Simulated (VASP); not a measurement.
Al:

```
Al
1.0
    -1.59122    1.59122    1.59122
     1.59122   -1.59122    1.59122
     1.59122    1.59122   -1.59122
Al
1
Cartesian
  0.0000 0.0000 0.0000
```

This isn't the form of Al at room conditions, which is fcc.

Base run:

- Program: VASP 6.6.1
- Functional: r2SCAN
- Potentials or basis: VASP PAW PBE potentials, release 64 (Al)
- Cutoff: 550 eV
- k mesh: 10 × 10 × 10
- Occupations: fermi-dirac, width 0.15 eV
- Spin: no spin polarisation

Its results: band gap on the k mesh zero (an odd number of electrons rules out a gap without spin polarisation); pressure 0.7 GPa.

**Question.** The run is repeated on the same cell with these changes: k mesh from 10 × 10 × 10 to 4 × 4 × 4. What comes out?

**Answer.** Band gap on the k mesh zero (an odd number of electrons rules out a gap without spin polarisation); pressure -2.3 GPa.

Caveats: some runs use coarse meshes; the PAW data sets were made with another functional, which shifts forces and pressure a little.
